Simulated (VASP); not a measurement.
# Sb2Pt (Fm-3m) in VASP: a series of runs

Sb2Pt is run at these levels: PBE; tasks: single point, relaxation of cell and atoms.

All numbers are computed with VASP 6.6.1; they aren't measurements. Logs are shortened: lines on timing, memory, paths and dates and some standing lists are left out, and cuts for length are marked.

## 1. The cell of the first run

It takes space group Fm-3m (No. 225, cubic). The conventional cell has a = 6.645 Å, b = 6.645 Å, c = 6.645 Å, α = 90.00°, β = 90.00°, γ = 90.00°. Sb (site symmetry -43m) has 4 Pt at 2.88 Å and 6 Sb at 3.32 Å within 3.8 Å. Within 3.8 Å of Pt (site symmetry m-3m) lie 8 Sb at 2.88 Å.

The cell was generated, and may not be a known phase.

## 2. Single point, PBE

INCAR reads:

```
PREC = Accurate
ENCUT = 520
EDIFF = 1E-6
ISMEAR = 0
SIGMA = 0.2
LREAL = F
LASPH = T
NELM = 100
ALGO = Normal
ISIF = 2
LWAVE = F
LCHARG = T
GGA = PE
LELF = T
LVHAR = T
NBANDS = 17
```

KPOINTS reads:

```
Automatic mesh
0
Gamma
  5 5 5
```

POSCAR reads:

```
Sb2Pt
1.0
    0.0000000000      3.3222941546      3.3222941546
    3.3222941546      0.0000000000      3.3222941546
    3.3222941546      3.3222941546      0.0000000000
Sb Pt
2 1
Direct
    0.2500000000      0.2500000000      0.2500000000
    0.7500000000      0.7500000000      0.7500000000
    0.0000000000      0.0000000000      0.0000000000
```

Potentials or basis: VASP PAW PBE potentials, release 64 (Sb, Pt).

The run is started by

```console
cat potpaw_PBE.64/Sb/POTCAR potpaw_PBE.64/Pt/POTCAR > POTCAR
mpirun -np 1 vasp_std > vasp.out
```

OUTCAR:

```text
PREC = Accurate
   ENCUT = 520
   EDIFF = 1E-6
   ISMEAR = 0
   LREAL = F
   LASPH = T
   NELM = 100
   ISIF = 2
   GGA = PE

 ion  position               nearest neighbor table
   1  0.250  0.250  0.250-   3 2.88   3 2.88   3 2.88   3 2.88   2 3.32   2 3.32   2 3.32   2 3.32
                             2 3.32   2 3.32
   2  0.750  0.750  0.750-   3 2.88   3 2.88   3 2.88   3 2.88   1 3.32   1 3.32   1 3.32   1 3.32
                             1 3.32   1 3.32
   3  0.000  0.000  0.000-   2 2.88   2 2.88   2 2.88   1 2.88   2 2.88   1 2.88   1 2.88   1 2.88

  LATTYP: Found a face centered cubic cell.
 ALAT       =     6.6445883092

  Lattice vectors:

 A1 = (   0.0000000000,   3.3222941546,   3.3222941546)
 A2 = (   3.3222941546,   0.0000000000,   3.3222941546)
 A3 = (   3.3222941546,   3.3222941546,   0.0000000000)

Analysis of symmetry for initial positions (statically):
=====================================================================
 Subroutine PRICEL returns:
 Original cell was already a primitive cell.

 Routine SETGRP: Setting up the symmetry group for a
 face centered cubic supercell.

 Subroutine GETGRP returns: Found 48 space group operations
 (whereof 48 operations were pure point group operations)
 out of a pool of 48 trial point group operations.

The static configuration has the point symmetry O_h .

Analysis of symmetry for dynamics (positions and initial velocities):
=====================================================================
 Subroutine PRICEL returns:
 Original cell was already a primitive cell.

 Routine SETGRP: Setting up the symmetry group for a
 face centered cubic supercell.

 Subroutine GETGRP returns: Found 48 space group operations
 (whereof 48 operations were pure point group operations)
 out of a pool of 48 trial point group operations.

The dynamic configuration has the point symmetry O_h .

 Subroutine INISYM returns: Found 48 space group operations
 (whereof 48 operations are pure point group operations),
 and found     1 'primitive' translations

----------------------------------------------------------------------------------------

                                     Primitive cell

  volume of cell :      73.3406

  direct lattice vectors                    reciprocal lattice vectors
     0.000000000  3.322294155  3.322294155    -0.150498414  0.150498414  0.150498414
     3.322294155  0.000000000  3.322294155     0.150498414 -0.150498414  0.150498414
     3.322294155  3.322294155  0.000000000     0.150498414  0.150498414 -0.150498414

  length of vectors
     4.698433452  4.698433452  4.698433452     0.260670899  0.260670899  0.260670899

  position of ions in fractional coordinates (direct lattice)
     0.250000000  0.250000000  0.250000000
     0.750000000  0.750000000  0.750000000
     0.000000000  0.000000000  0.000000000

  ion indices of the primitive-cell ions
   primitive index   ion index
                 1           1
                 2           2
                 3           3

----------------------------------------------------------------------------------------

 KPOINTS: Automatic mesh

Automatic generation of k-mesh.
 Grid dimensions read from file:
 generate k-points for:    5    5    5

 Generating k-lattice:

  Cartesian coordinates                     Fractional coordinates (reciprocal lattice)
    -0.030099683  0.030099683  0.030099683     0.200000000  0.000000000  0.000000000
     0.030099683 -0.030099683  0.030099683     0.000000000  0.200000000  0.000000000
     0.030099683  0.030099683 -0.030099683     0.000000000  0.000000000  0.200000000

  Length of vectors
     0.052134180  0.052134180  0.052134180

  Shift w.r.t. Gamma in fractional coordinates (k-lattice)
     0.000000000  0.000000000  0.000000000

 Subroutine IBZKPT returns following result:
 ===========================================

 Found     10 irreducible k-points:

 Following reciprocal coordinates:
            Coordinates               Weight
  0.000000  0.000000  0.000000      1.000000
  0.200000  0.000000  0.000000      8.000000
  0.400000  0.000000  0.000000      8.000000
  0.200000  0.200000  0.000000      6.000000
  0.400000  0.200000  0.000000     24.000000
 -0.400000  0.200000  0.000000     24.000000
 -0.200000  0.200000  0.000000     12.000000
  0.400000  0.400000  0.000000      6.000000
 -0.400000  0.400000  0.000000     12.000000
 -0.400000  0.400000  0.200000     24.000000
   k-points           NKPTS =     10   k-points in BZ     NKDIM =     10   number of bands    NBANDS=     17
   number of dos      NEDOS =    301   number of ions     NIONS =      3
   total plane-waves  NPLWV =  46656
   dimension x,y,z NGX =    36 NGY =   36 NGZ =   36
   dimension x,y,z NGXF=    72 NGYF=   72 NGZF=   72
   ions per type =               2   1
   NGX,Y,Z   is equivalent  to a cutoff of  12.74, 12.74, 12.74 a.u.
   NGXF,Y,Z  is equivalent  to a cutoff of  25.48, 25.48, 25.48 a.u.
 SYSTEM =  unknown system
   PREC   = accura    normal or accurate (medium, high low for compatibility)
   ISTART =      0    job   : 0-new  1-cont  2-samecut
   ICHARG =      2    charge: 1-file 2-atom 10-const
   ISPIN  =      1    spin polarized calculation?
   LNONCOLLINEAR =      F non collinear calculations
   LSORBIT =      F    spin-orbit coupling
   LASPH  =      T    aspherical Exc in radial PAW
   ENCUT  =  520.0 eV  38.22 Ry    6.18 a.u.   8.74  8.74  8.74*2*pi/ulx,y,z
   NELM   =    100;   NELMIN=  2; NELMDL= -5     # of ELM steps
   EDIFF  = 0.1E-05   stopping-criterion for ELM
   LREAL  =      F    real-space projection
   EDIFFG = 0.1E-04   stopping-criterion for IOM
   NSW    =      0    number of steps for IOM
   IBRION =     -1    ionic relax: 0-MD 1-quasi-New 2-CG
   NFREE  =      0    steps in history (QN), initial steepest desc. (CG)
   ISIF   =      2    stress and relaxation
   ISYM   =      2    0-nonsym 1-usesym 2-fastsym
   POTIM  = 0.5000    time-step for ionic-motion
   TEBEG  =    0.0;   TEEND  =   0.0 temperature during run
   PSTRESS=    0.0 pullay stress
   NELECT =      20.0000    total number of electrons
   NUPDOWN=      -1.0000    fix difference up-down
   EMIN   =  10.00;   EMAX   =-10.00  energy-range for DOS
   EFERMI =   0.00;   METHOD = LEGACY
   ISMEAR =     0;   SIGMA  =   0.20  broadening in eV -4-tet -1-fermi 0-gaus
   EFERMI_NEDOS =   21; number of points for ismear=-14 and -15
   IALGO  =     38    algorithm
   IMIX   =      4    mixing-type and parameters
     AMIX     =   0.40;   BMIX     =  1.00
     AMIX_MAG =   1.60;   BMIX_MAG =  1.00
  volume/ion in A,a.u.               =      24.45       164.98
  Fermi-wavevector in a.u.,A,eV,Ry     =   1.061622  2.006175 15.334340  1.127042
  Thomas-Fermi vector in A             =   2.197045
   LORBIT       =      0    0 simple, 1 ext, 2 COOP (PROOUT), +10 PAW based schemes
   GGA     = PE    functional components
   LHFCALC =     F    Hartree Fock is set to
   AEXX    =    0.0000 exact exchange contribution
   IVDW    =     0    specifies the selected vdW correction
   LEPSILON=     F    determine dielectric tensor
   LRPA    =     F    only Hartree local field effects (RPA)
 non-spin polarized calculation
 Gauss-broadening in eV      SIGMA  =   0.20
  energy-cutoff  :      520.00
  volume of cell :       73.34
 maximum number of plane-waves:      1989
   NGX = 17   NGY = 17   NGZ = 17

 number of electron      20.0000000 magnetization

 Free energy of the ion-electron system (eV)
  ---------------------------------------------------
  ext. energy  EPLUGINS =         0.00000000
  ---------------------------------------------------
  free energy    TOTEN  =       -15.25104757 eV

  energy without entropy =      -15.23306638  energy(sigma->0) =      -15.24205697

 E-fermi :   8.3305     XC(G=0): -10.4656

 val. band max:        8.2395835601   @ k =   0.2000   0.0000   0.0000
 cond. band min:       8.6309258640   @ k =  -0.2000   0.2000   0.0000
 fundamental gap:      0.3913423039
 Fermi energy:         8.3304514553

 k-point     1 :       0.0000    0.0000    0.0000
  band No.  band energies     occupation
      1      -4.1043      2.00000
      2       2.0617      2.00000
      3       3.1467      2.00000
      4       3.1467      2.00000
      5       3.1467      2.00000
      6       5.0953      2.00000
[... 9 lines left out ...]
     16      11.5868      0.00000
     17      11.5868      0.00000

 k-point     2 :       0.2000    0.0000    0.0000
  band No.  band energies     occupation
      1      -3.7101      2.00000
      2       0.6297      2.00000
      3       3.3343      2.00000
      4       3.3343      2.00000
      5       4.7774      2.00000
      6       5.0004      2.00000
[... 9 lines left out ...]
     16      12.6585      0.00000
     17      15.0071      0.00000

 k-point     3 :       0.4000    0.0000    0.0000
  band No.  band energies     occupation
      1      -2.6337      2.00000
      2      -0.9894      2.00000
      3       3.6398      2.00000
      4       3.6398      2.00000
      5       4.4931      2.00000
      6       5.0730      2.00000
[... 9 lines left out ...]
     16      14.6715      0.00000
     17      16.2564      0.00000

 k-point     4 :       0.2000    0.2000    0.0000
  band No.  band energies     occupation
      1      -3.5796      2.00000
      2       0.5333      2.00000
      3       3.3159      2.00000
      4       3.3159      2.00000
      5       4.5263      2.00000
      6       5.1592      2.00000
[... 9 lines left out ...]
     16      13.8702      0.00000
     17      13.8702      0.00000
[... 63 lines left out ...]
      1      -2.2439      2.00000
      2      -0.4833      2.00000
      3       2.1286      2.00000
      4       3.9270      2.00000
      5       3.9270      2.00000
      6       5.1876      2.00000
[... 9 lines left out ...]
     16      15.5374      0.00000
     17      17.1445      0.00000

 k-point     9 :      -0.4000    0.4000    0.0000
  band No.  band energies     occupation
      1      -1.6623      2.00000
      2      -0.9826      2.00000
      3       1.7674      2.00000
      4       3.6686      2.00000
      5       4.3068      2.00000
      6       4.5789      2.00000
[... 9 lines left out ...]
     16      16.3074      0.00000
     17      17.1331      0.00000

 k-point    10 :      -0.4000    0.4000    0.2000
  band No.  band energies     occupation
      1      -1.8543      2.00000
      2      -1.0292      2.00000
      3       2.4278      2.00000
      4       3.0858      2.00000
      5       4.2773      2.00000
      6       4.6483      2.00000
[... 9 lines left out ...]
     16      16.1990      0.00000
     17      16.8978      0.00000

------------------------ aborting loop because EDIFF is reached ----------------------------------------

  FORCE on cell =-STRESS in cart. coord.  units (eV):
  Direction    XX          YY          ZZ          XY          YZ          ZX
  --------------------------------------------------------------------------------------
  -------------------------------------------------------------------------------------
  Total       -0.1391452     -0.1391452     -0.1391452     -0.0000000     -0.0000000     -0.0000000
  in kB       -3.0397268     -3.0397268     -3.0397268     -0.0000000     -0.0000000     -0.0000000
  external PRESSURE =      -3.0397268 kB  Pullay stress =       0.0000000 kB

 VOLUME and BASIS-vectors are now :
 -----------------------------------------------------------------------------
  energy-cutoff  :      520.00
  volume of cell :       73.34
      direct lattice vectors                 reciprocal lattice vectors
     0.000000000  3.322294155  3.322294155    -0.150498414  0.150498414  0.150498414
     3.322294155  0.000000000  3.322294155     0.150498414 -0.150498414  0.150498414
     3.322294155  3.322294155  0.000000000     0.150498414  0.150498414 -0.150498414

 POSITION                                       TOTAL-FORCE (eV/Angst)
 -----------------------------------------------------------------------------------
      1.66115      1.66115      1.66115        -0.000000      0.000000     -0.000000
      4.98344      4.98344      4.98344         0.000000     -0.000000      0.000000
      0.00000      0.00000      0.00000        -0.000000      0.000000      0.000000
 -----------------------------------------------------------------------------------
    total drift:                               -0.000000      0.000000      0.000000

  FREE ENERGIE OF THE ION-ELECTRON SYSTEM (eV)
  ---------------------------------------------------
  free  energy   TOTEN  =       -15.2510475660 eV

  energy  without entropy=      -15.2330663760  energy(sigma->0) =      -15.24205697
```

Run time: 7.7 s. Hardware: 1 thread of Intel Xeon 6975P-C (Granite Rapids), shared host; peak memory 0.2 GiB.

Results:

* Free energy: -15.2510 eV
* Pressure: -0.3 GPa
* Band gap on the k mesh: zero (bands 10 and 11 overlap by 1.44 eV)

Caveat: spin-orbit coupling is left out, which moves the levels of the heavy elements.

## 3. Relaxation of cell and atoms, PBE

This run uses another cell than the first one, of 32.93 Å³/atom.

INCAR reads:

```
  PREC = Accurate
  ENCUT = 600
  EDIFF = 1E-6
  ISMEAR = 0
  SIGMA = 0.2
  LREAL = False
  LASPH = True
  NELM = 60
  ALGO = Normal
  ISIF = 3
  LWAVE = False
  LCHARG = False
  GGA = PE
  IBRION = 2
  NSW = 36
  EDIFFG = -0.08
```

KPOINTS reads:

```
regular mesh
0
Gamma
  5 5 5
```

POSCAR reads:

```
Sb2Pt
1.0
    0.0000000000      3.6691075300      3.6691075300
    3.6691075300      0.0000000000      3.6691075300
    3.6691075300      3.6691075300      0.0000000000
Sb Pt
2 1
Direct
    0.2500000000      0.2500000000      0.2500000000
    0.7500000000      0.7500000000      0.7500000000
    0.0000000000      0.0000000000      0.0000000000
```

Potentials or basis: VASP PAW PBE potentials, release 64 (Sb, Pt).

The run is started by

```console
cat potpaw_PBE.64/Sb/POTCAR potpaw_PBE.64/Pt/POTCAR > POTCAR
mpirun -np 1 vasp_std > vasp.out
```

OUTCAR:

```text
PREC = Accurate
   ENCUT = 600
   EDIFF = 1E-6
   ISMEAR = 0
   LREAL = False
   LASPH = True
   NELM = 60
   ISIF = 3
   GGA = PE
   IBRION = 2
   NSW = 36
   EDIFFG = -0.08

 ion  position               nearest neighbor table
   1  0.250  0.250  0.250-   3 3.18   3 3.18   3 3.18   3 3.18   2 3.67   2 3.67   2 3.67   2 3.67
                             2 3.67   2 3.67
   2  0.750  0.750  0.750-   3 3.18   3 3.18   3 3.18   3 3.18   1 3.67   1 3.67   1 3.67   1 3.67
                             1 3.67   1 3.67
   3  0.000  0.000  0.000-   2 3.18   2 3.18   2 3.18   1 3.18   2 3.18   1 3.18   1 3.18   1 3.18

  LATTYP: Found a face centered cubic cell.
 ALAT       =     7.3382150600

  Lattice vectors:

 A1 = (   0.0000000000,   3.6691075300,   3.6691075300)
[... 156 lines left out ...]
--------------------------------------- Ionic step        1  -------------------------------------------

 number of electron      19.9999998 magnetization

 Free energy of the ion-electron system (eV)
  ---------------------------------------------------
  ext. energy  EPLUGINS =         0.00000000
  ---------------------------------------------------
  free energy    TOTEN  =       -13.72715190 eV

  energy without entropy =      -13.69338732  energy(sigma->0) =      -13.71026961

 E-fermi :   4.7353     XC(G=0):  -9.1224

 val. band max:        4.4077287277   @ k =  -0.2000   0.2000   0.0000
 cond. band min:       4.8042530429   @ k =  -0.2000   0.2000   0.0000
 fundamental gap:      0.3965243153
 Fermi energy:         4.7352895411
[... 418 lines left out ...]
--------------------------------------- Ionic step        3  -------------------------------------------

 number of electron      20.0000001 magnetization

 Free energy of the ion-electron system (eV)
  ---------------------------------------------------
  ext. energy  EPLUGINS =         0.00000000
  ---------------------------------------------------
  free energy    TOTEN  =       -15.25120170 eV

  energy without entropy =      -15.23330316  energy(sigma->0) =      -15.24225243

 E-fermi :   8.2971     XC(G=0): -10.4543

 val. band max:        8.2078254468   @ k =   0.2000   0.0000   0.0000
 cond. band min:       8.5952417314   @ k =  -0.2000   0.2000   0.0000
 fundamental gap:      0.3874162845
 Fermi energy:         8.2970700525
[... 198 lines left out ...]
  FREE ENERGIE OF THE ION-ELECTRON SYSTEM (eV)
  ---------------------------------------------------
  free  energy   TOTEN  =       -15.2512016975 eV

  energy  without entropy=      -15.2333031623  energy(sigma->0) =      -15.24225243

 reached required accuracy - stopping structural energy minimisation
```

OSZICAR:

```text
N       E                     dE             d eps       ncg     rms          rms(c)
DAV:   1     0.106153359327E+03    0.10615E+03   -0.79689E+03   280   0.129E+03
DAV:   2    -0.843284594583E+01   -0.11459E+03   -0.10778E+03   380   0.202E+02
DAV:   3    -0.138490999357E+02   -0.54163E+01   -0.53268E+01   374   0.491E+01
[... 31 lines left out ...]
DAV:   6    -0.152513410214E+02   -0.13463E-03   -0.68008E-03   298   0.708E-01    0.128E-01
DAV:   7    -0.152511942565E+02    0.14676E-03   -0.66157E-04   292   0.251E-01    0.112E-01
DAV:   8    -0.152511985783E+02   -0.43218E-05   -0.14609E-04   310   0.889E-02    0.252E-02
DAV:   9    -0.152512021968E+02   -0.36185E-05   -0.27074E-05   298   0.491E-02    0.702E-03
DAV:  10    -0.152512016975E+02    0.49926E-06   -0.12918E-06   176   0.107E-02
   3 F= -.15251202E+02 E0= -.15242252E+02  d E =-.152405E+01
```

It took 34 s on 1 thread of Intel Xeon 6975P-C (Granite Rapids), shared host; peak memory 0.27 GiB.

Results:

```yaml
Free_energy: -15.2512 eV
Relaxed_volume: 24.51 Å³/atom
Relaxed_cell: a = 4.702 Å, b = 4.702 Å, c = 4.702 Å, α = 60.00°, β = 60.00°, γ = 60.00°
Space_group_after_relaxing_to_0.1_Å: Fm-3m (No. 225)
Energy_gained_by_relaxing: 508.0 meV/atom
Ionic_steps: 3
Pressure_after_relaxing: -0.5 GPa
Band_gap_on_the_k_mesh: zero (bands 10 and 11 overlap by 1.44 eV)
```

Step by step:
| step | energy change (eV) | largest force (eV/Å) | pressure (GPa) | volume (Å³) |
| --- | --- | --- | --- | --- |
| 1 | 0.0000 | 0.0000 | -13.96 | 98.79 |
| 2 | -0.9657 | 0.0000 | 20.82 | 63.18 |
| 3 | -1.5240 | 0.0000 | -0.50 | 73.52 |

Final structure:
```
Sb Pt
1.0
     0.00000    3.32495    3.32495
     3.32495    0.00000    3.32495
     3.32495    3.32495    0.00000
Sb Pt
2 1
Direct
  0.25000 0.25000 0.25000
  0.75000 0.75000 0.75000
  0.00000 0.00000 0.00000
```

Caveat: the volume moved by over 15 % at a fixed basis, so the end points are rough; spin-orbit coupling is left out, which moves the levels of the heavy elements.

[end of part 1 of 2]

The gap in the log of VASP goes by the Fermi energy; the results here count the filled bands.